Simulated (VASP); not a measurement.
Wanted: the native input for a VASP 6.6.1 run.

```
Task                   : single point
Functional             : PBE
Potentials or basis    : VASP PAW PBE potentials, release 64 (Sn_d, Se)
Cutoff                 : 520 eV
k mesh                 : 12 × 12 × 4
Occupations            : gaussian, width 0.05 eV
Spin                   : no spin polarisation
Dipole correction      : no
Further INCAR settings : ALGO = Normal; EDIFF = 1e-07; NBANDS = 20
```

The structure of SnSe2 lies in POSCAR:

```
SnSe2
1.0
    4.0872760905      0.0000000000      0.0000000000
   -2.0436380453      3.5396849266      0.0000000000
    0.0000000000      0.0000000000      6.2704718307
Sn Se
1 2
Direct
    0.0000000000      0.0000000000      0.0000000000
    0.3333333333      0.6666666667      0.2281493097
    0.6666666667      0.3333333333      0.7718506903
```

This cell differs from its parent crystal: ratio of the length along z to the lengths across it x 0.85, volume and fractional coordinates fixed.

The input as run:

INCAR

```
SYSTEM = SnSe2
PREC = Accurate
ENCUT = 520
EDIFF = 1E-7
ISMEAR = 0
SIGMA = 0.05
LREAL = .False.
LASPH = .True.
NELM = 100
ALGO = Normal
ISIF = 2
LWAVE = .False.
LCHARG = .True.
GGA = PE
LELF = .True.
LVHAR = .True.
NBANDS = 20
```

KPOINTS

```
Automatic mesh
0
Gamma
  12 12 4
  0 0 0
```

Potentials or basis: VASP PAW PBE potentials, release 64 (Sn_d, Se).

The run is started by

```console
$ cat potpaw_PBE.64/Sn_d/POTCAR potpaw_PBE.64/Se/POTCAR > POTCAR
$ mpirun -np 1 vasp_std > vasp.out
```

Results of the run:

- Pressure: -0.6 GPa
- Largest force: 0.669 eV/Å

Caveat: this functional lacks dispersion, which binds the layers, so the pressure and a relaxed spacing across them are unreliable.

Run time: 2.5 min on 1 thread of Intel Xeon 8259CL, with other jobs on the host, peak memory 0.27 GiB.
